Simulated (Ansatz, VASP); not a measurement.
**MnO2 in VASP and in Ansatz**

```xyz
3
Lattice="2.7983 0.0000 0.0000 -1.3991 2.4234 0.0000 0.0000 0.0000 4.5074" Properties=species:S:1:pos:R:3 pbc="T T T"
Mn    0.0000    0.0000    2.2537
O     1.3991    0.8078    1.3239
O     0.0000    1.6156    3.1836
```

Change from the starting cell: volume scaled by 0.94, no spin polarisation, PAW files.

Alike in both runs: task single point; functional LDA; k mesh 11 × 11 × 6; occupations fermi-dirac, width 0.03 eV; no spin polarisation.

|  | VASP | Ansatz |
| --- | --- | --- |
| version | VASP 6.6.1 | Ansatz 0.2.0 |
| potentials or method | VASP PAW LDA potentials, release 64 (Mn_pv, O) | PAW with Ansatz's default frozen-core files, scalar-relativistic |
| plane-wave cutoff (eV) | 520 | 420 |
| valence electrons in the cell | 25 | 27 |

|  | VASP | Ansatz | Ansatz less VASP |
| --- | --- | --- | --- |
| pressure (GPa) | -5.0 | -6.6 | -1.65 |
| traceless stress, the component that is largest in VASP (GPa) | 4.31 | 5.15 | +0.841 |
| rms of the force components (eV/Å) | 0.048 | 0.004 | -0.0443 |

LDA's correlation is that of Perdew and Zunger in VASP and of Perdew and Wang (1992) in Ansatz. Atom by atom the forces differ by 0.052 eV/Å (rms over components). VASP's potentials hold 25 valence electrons a cell and Ansatz's 27, so a difference there can come from the potentials and not from the codes.
